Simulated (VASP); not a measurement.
Wanted: the native input for a VASP 6.6.1 run.

```yaml
Task: single point
Functional: PBE
Potentials_or_basis: VASP PAW PBE potentials, release 64 (Hf_pv, Os)
Cutoff: 520 eV
k_mesh: 5 × 5 × 5
Occupations: fermi-dirac, width 0.1 eV
Spin: no spin polarisation
Dipole_correction: no
Further_INCAR_settings: ALGO = Normal; EDIFF = 1e-06; NBANDS = 25
```

The structure of HfOs3 lies in POSCAR:

```
HfOs3
1.0
    3.9735610000      0.0000000000      0.0000000000
    0.0000000000      3.9735610000      0.0000000000
    0.0000000000      0.0000000000      3.9735610000
Hf Os
1 3
Direct
    0.0000000000      0.0000000000      0.0000000000
    0.5000000000      0.5000000000      0.0000000000
    0.5000000000      0.0000000000      0.5000000000
    0.0000000000      0.5000000000      0.5000000000
```

These files were run (other wordings do the same):

INCAR

```
SYSTEM = HfOs3
PREC = Accurate ; ENCUT = 520
EDIFF = 1E-6 ; ISMEAR = -1
SIGMA = 0.1 ; LREAL = .FALSE.
LASPH = .TRUE. ; NELM = 60
ALGO = Normal ; ISIF = 2
LWAVE = .FALSE. ; LCHARG = .TRUE.
GGA = PE ; LELF = .TRUE.
LVHAR = .TRUE. ; NBANDS = 25
```

KPOINTS

```
Automatic mesh
0
G
  5 5 5
  0 0 0
```

Potentials or basis: VASP PAW PBE potentials, release 64 (Hf_pv, Os).

Launch:

```console
$ cat potpaw_PBE.64/Hf_pv/POTCAR potpaw_PBE.64/Os/POTCAR > POTCAR
$ mpirun -np 1 vasp_std > vasp.out
```

It gave:

| Item | Value |
| --- | --- |
| Pressure | 0.1 GPa |
| Band gap on the k mesh | zero (bands 17 and 18 overlap by 3.24 eV) |

Caveat: spin-orbit coupling is left out, which moves the levels of the heavy elements.

Wall time 40 s on 1 thread of Intel Xeon 8259CL, on a shared host, peak memory 0.17 GiB.
